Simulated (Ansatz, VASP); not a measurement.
One calculation of GeN, two programs

```
Ge N
1.0
     1.43103   -4.69119    0.00000
     1.43103    4.69119    0.00000
     0.00000    0.00000    2.97695
Ge N
2 2
Cartesian
  1.4310 2.8616 0.0000
  1.4310 -2.8616 0.0000
  1.4310 3.8090 1.4885
  1.4310 -3.8090 1.4885
```

Alike in both runs: task single point; functional PBE; k mesh 6 × 6 × 6; occupations gaussian, width 0.1 eV; no spin polarisation.

|  | VASP | Ansatz |
| --- | --- | --- |
| version | VASP 6.6.1 | Ansatz 0.2.0 |
| potentials or method | VASP PAW PBE potentials, release 64 (Ge_d, N), cutoff 520 eV | scalar-relativistic, plane waves, PAW |
| valence electrons in the cell | 38 | 38 |

|  | VASP | Ansatz | Ansatz less VASP |
| --- | --- | --- | --- |
| gap on the k mesh at the Fermi level (eV) | none | none | - |
| rms of the force components (eV/Å) | 10.976 | 9.962 | -1.0139 |

Atom by atom the forces differ by 1.029 eV/Å (rms over components). A gap of «none» marks a metal or a gap that the smearing closes. With one functional, cell and mesh, what is left measures potentials, basis and numerics.

The k mesh is coarse, so the values compare programs but aren't converged.
